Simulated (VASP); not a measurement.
Here is a VASP 6.6.1 calculation.

Contents of INCAR:

```
SYSTEM = Zr
PREC = Accurate
ENCUT = 520
EDIFF = 1E-7
ISMEAR = 0
SIGMA = 0.15
LREAL = .FALSE.
LASPH = .TRUE.
NELM = 60
ALGO = Fast
ISIF = 2
LWAVE = .FALSE.
LCHARG = .TRUE.
GGA = CA
LELF = .TRUE.
LVHAR = .TRUE.
NBANDS = 12
```

Contents of KPOINTS:

```
regular mesh
0
G
  18 18 18
  0 0 0
```

File POSCAR:

```
Zr
1.0
    0.0000000000      2.5508560000      2.2550000000
    2.2550000000      0.0000000000      2.2550000000
    2.2550000000      2.5508560000      0.0000000000
Zr
1
Direct
    0.0000000000      0.0000000000      0.0000000000
```

Potentials or basis: VASP PAW LDA potentials, release 64 (Zr_sv).

Run with:

```console
$ cat potpaw_LDA.64/Zr_sv/POTCAR > POTCAR
$ mpirun -np 1 vasp_std > vasp.out
```

Estimate the band gap on the k mesh.

zero (band 6 reaches 8.07 eV, above the bottom of band 7 at 6.90 eV).

What does it give for the pressure?

-13.8 GPa.

Stress tensor (GPa, compression positive):
```
-12.75   0.00   0.00
  0.00 -15.91   0.00
  0.00   0.00 -12.75
```

Caveat: the cell differs from its parent crystal (strain +0.1312 x Voigt [0, 1, 0, 0, 0, 0]).
